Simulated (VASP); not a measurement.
Set up this calculation in VASP 6.6.1, as the native input.

* Task: single point
* Functional: PBEsol
* Potentials or basis: VASP PAW PBE potentials, release 64 (Hf_pv, Be)
* Cutoff: 520 eV
* k mesh: 12 × 12 × 12
* Occupations: gaussian, width 0.1 eV
* Spin: no spin polarisation
* Dipole correction: no
* Further INCAR settings: ALGO = Fast; EDIFF = 1e-06; NBANDS = 24

The structure of Hf3Be lies in POSCAR:

```
Hf3Be
1.0
   -2.0920000000      2.0920000000      4.3530460000
    2.0920000000     -2.0920000000      4.3530460000
    2.0920000000      2.0920000000     -4.3530460000
Hf Be
3 1
Direct
    0.5000000000      0.5000000000      0.0000000000
    0.2500000000      0.7500000000      0.5000000000
    0.7500000000      0.2500000000      0.5000000000
    0.0000000000      0.0000000000      0.0000000000
```

The input as run:

INCAR

```
PREC = Accurate
ENCUT = 520
EDIFF = 1E-6
ISMEAR = 0
SIGMA = 0.1
LREAL = F
LASPH = T
NELM = 60
ALGO = Fast
ISIF = 2
LWAVE = F
LCHARG = T
GGA = PS
LELF = T
LVHAR = T
NBANDS = 24
```

KPOINTS

```
Automatic mesh
0
Gamma
  12 12 12
```

Potentials or basis: VASP PAW PBE potentials, release 64 (Hf_pv, Be).

The run is started by

```sh
$ cat potpaw_PBE.64/Hf_pv/POTCAR potpaw_PBE.64/Be/POTCAR > POTCAR
$ mpirun -np 1 vasp_std > vasp.out
```

It gave:

| Property | Result |
| --- | --- |
| Pressure | -4.4 GPa |
| Band gap on the k mesh | zero (bands 16 and 17 overlap by 0.61 eV) |

Caveat: the cell stands under tension; the PAW data sets were made with another functional, which shifts forces and pressure a little; spin-orbit coupling is left out, which moves the levels of the heavy elements.

It took 5.2 min on 1 thread of Intel(R) Xeon(R) Platinum 8488C (Sapphire Rapids) (shared host), peak memory 0.42 GiB.
